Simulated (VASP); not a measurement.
Runs of VASP 6.6.1 on MgB2. The structure is that of space group P6/mmm (No. 191), or close to it. The cells are those of the table. 

| cell | k mesh | gap on the mesh (eV) | pressure (GPa) |
| --- | --- | --- | --- |
| a = 3.106, b = 3.106, c = 3.652 Å, angles 90.0, 90.0, 120.0°, 3 atoms | 15 × 15 × 12 | none | -8.6 |
| a = 3.085, b = 3.085, c = 3.523 Å, angles 90.0, 90.0, 120.0°, 3 atoms | 18 × 18 × 12 | none | -3.2 |
| a = 3.200, b = 3.200, c = 3.602 Å, angles 90.0, 90.0, 120.0°, 3 atoms | 15 × 15 × 10 | none | -15.3 |
| a = 3.135, b = 3.135, c = 3.633 Å, angles 90.0, 90.0, 120.0°, 3 atoms | 15 × 15 × 12 | none | (a) |
| a = 3.031, b = 3.031, c = 3.778 Å, angles 90.0, 90.0, 120.0°, 3 atoms | 15 × 15 × 12 | none | -3.8 |
| a = 2.976, b = 2.976, c = 3.504 Å, angles 90.0, 90.0, 120.0°, 3 atoms | 15 × 15 × 10 | none | 11.3 |
| a = 3.062, b = 3.062, c = 3.504 Å, angles 90.0, 90.0, 120.0°, 3 atoms | 15 × 15 × 12 | none | 0.0 |
| a = 3.085, b = 3.085, c = 3.523 Å, angles 90.0, 90.0, 120.0°, 3 atoms | 15 × 15 × 12 | none | -3.2 |
| a = 3.014, b = 3.014, c = 3.396 Å, angles 90.0, 90.0, 120.0°, 3 atoms | 18 × 18 × 12 | none | 10.3 |
| a = 2.963, b = 2.963, c = 3.291 Å, angles 90.0, 90.0, 120.0°, 3 atoms | 18 × 18 × 12 | none | (b) |
| a = 3.314, b = 3.314, c = 3.468 Å, angles 90.0, 90.0, 120.0°, 3 atoms | 12 × 12 × 10 | none | -19.9 |

Alike in all rows: task single point; level PBEsol; potentials or basis VASP PAW PBE potentials, release 64 (Mg, B); no spin polarisation; cutoff (eV) 520; smearing gaussian 0.1 eV.

Problem. Estimate the missing entries.

Solution. (a) -10.8; (b) 23.9.

Caveats: the PAW data sets were made with another functional, which shifts forces and pressure a little.

A gap of «none» marks levels without a gap at the run's occupations.
